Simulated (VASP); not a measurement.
Set up this calculation in VASP 6.6.1, as the native input.

```yaml
Task: single point
Functional: LDA
Potentials_or_basis: VASP PAW LDA potentials, release 64 (Al, Au)
Cutoff: 520 eV
k_mesh: 4 × 4 × 1
Occupations: fermi-dirac, width 0.05 eV
Spin: no spin polarisation
Dipole_correction: no
Further_INCAR_settings: LREAL = Auto; ALGO = Normal; EDIFF = 1e-06; NBANDS = 66
```

The structure of Al27Au lies in POSCAR:

```
Al27Au
1.0
    8.5913470000      0.0000000000      0.0000000000
    4.2956740000      7.4403250000      0.0000000000
    0.0000000000      0.0000000000     17.6765370000
Al Au
27 1
Direct
    0.1111110703      0.1111111410      0.0565722234
    0.4444443648      0.1111111410      0.0565722234
    0.7777777758      0.1111111410      0.0565722234
    0.1111110539      0.4444444295      0.0565722234
    0.4444443484      0.4444444295      0.0565722234
    0.7777777594      0.4444444295      0.0565722234
    0.1111110867      0.7777778524      0.0565722234
    0.4444443812      0.7777778524      0.0565722234
    0.7777777922      0.7777778524      0.0565722234
   -0.1110700840      0.2226699775      0.1830920842
    0.2229691244      0.2227242762      0.1841781566
    0.5546595728      0.2227820693      0.1841493048
   -0.1106739470      0.5565141308      0.1841525294
    0.2222519819      0.5553200969      0.1839790226
    0.5543161540      0.5563877922      0.1840881503
   -0.1105362729      0.8880977645      0.1840577710
    0.2227284013      0.8878928004      0.1840229226
    0.5555753379      0.8889118419      0.1910787730
   -0.0002164295      0.0010276433      0.3106997145
    0.3098954908      0.0112513902      0.3146595965
    0.6789547897      0.0117231438      0.3144971212
   -0.0001008604      0.3337570603      0.3109431446
    0.3326599959      0.3350446385      0.3121473397
    0.6670651315      0.3336831388      0.3108284728
    0.0020247006      0.6660268201      0.3119865050
    0.3319992161      0.6656800610      0.3118968382
    0.6778295125      0.6439609829      0.3149364607
    0.5553878906      0.8905459103      0.4063659075
```

These files were run (other wordings do the same):

INCAR

```
ALGO     = Normal         # electronic algorithm
EDIFF    = 1E-6           # SCF threshold, eV
ENCUT    = 520            # plane-wave cutoff, eV
GGA      = CA             # functional
ISIF     = 2              # what is computed and relaxed
ISMEAR   = -1             # smearing method
LASPH    = True           # aspherical terms in the spheres
LCHARG   = False          # write CHGCAR
LREAL    = Auto         
LWAVE    = False          # write WAVECAR
NBANDS   = 66             # bands
NELM     = 100            # most SCF steps
PREC     = Accurate       # precision mode
SIGMA    = 0.05           # smearing width, eV
```

KPOINTS

```
k-points
0
Gamma
  4 4 1
```

Potentials or basis: VASP PAW LDA potentials, release 64 (Al, Au).

Command:

```bash
$ cat potpaw_LDA.64/Al/POTCAR potpaw_LDA.64/Au/POTCAR > POTCAR
$ mpirun -np 1 vasp_std > vasp.out
```

Results of the run:

The largest force is 0.081 eV/Å. The band gap on the k mesh is zero (bands 46 and 47 overlap by 0.32 eV).

Caveat: spin-orbit coupling is left out, which moves the levels of the heavy elements.

It took 23 min on 1 thread of Intel(R) Xeon(R) Platinum 8488C (Sapphire Rapids) (shared host), peak memory 0.99 GiB.
